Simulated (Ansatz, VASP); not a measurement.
## LiH: VASP beside Ansatz

```xyz
4
Lattice="1.5468 -2.9638 0.0044 1.5468 2.9638 0.0044 -1.1267 0.0000 8.0315" Properties=species:S:1:pos:R:3 pbc="T T T"
Li    0.9835    0.0000    4.0201
Li    1.5468    0.0000    0.0044
H     0.7734    1.4819    0.0022
H     0.2101   -1.4819    4.0179
```

Alike in both runs: functional PBE; k mesh 10 × 10 × 4; occupations gaussian, width 0.02 eV; no spin polarisation.

Ansatz relaxed the structure, and its values are those at the end. VASP's run is a single point on that final structure, the one shown.

|  | VASP | Ansatz |
| --- | --- | --- |
| version | VASP 6.6.1 | Ansatz 0.2.0 |
| potentials or method | VASP PAW PBE potentials, release 64 (Li_sv, H), cutoff 520 eV | scalar-relativistic, plane waves, PAW |
| valence electrons in the cell | 8 | 8 |

|  | VASP | Ansatz | Ansatz less VASP |
| --- | --- | --- | --- |
| gap on the k mesh at the Fermi level (eV) | 1.91 | 1.91 | +0.002 |
| least direct gap on the mesh (eV) | 3.32 | 3.32 | +0.003 |

The functional is the same, so the differences come from potentials, cutoffs and numerics.

Noted on VASP's run: the cutoff is under 1.25 times that of the potentials, so the pressure is a little rough.
